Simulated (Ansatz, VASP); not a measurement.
## Two plane-wave programs on CoSi2

```
Co Si
1.0
     0.00000    2.54594    2.74694
     2.54594    0.00000    2.74694
     2.54594    2.54594    0.00000
Co Si
1 2
Direct
  0.00000 0.00000 0.00000
  0.25000 0.25000 0.25000
  0.75000 0.75000 0.75000
```

Change from the starting cell: strain -0.050 along x and y, +0.025 along z, atoms carried along.

Alike in both runs: task single point; functional PBE; k mesh 16 × 16 × 16; occupations gaussian, width 0.15 eV; no spin polarisation.

|  | VASP | Ansatz |
| --- | --- | --- |
| version | VASP 6.6.1 | Ansatz 0.2.0 |
| potentials or method | VASP PAW PBE potentials, release 64 (Co, Si), cutoff 520 eV | scalar-relativistic, plane waves, PAW |
| valence electrons in the cell | 17 | 25 |

```csv
,VASP,Ansatz,Ansatz less VASP
gap on the k mesh at the Fermi level (eV),none,none,-
pressure (GPa),16.8,17.0,+0.18
"traceless stress, the component that is largest in VASP (GPa)",-5.00,-5.02,-0.020
```

A gap of «none» marks a metal or a gap that the smearing closes. VASP's potentials hold 17 valence electrons a cell and Ansatz's 25, so a difference there can come from the potentials and not from the codes.
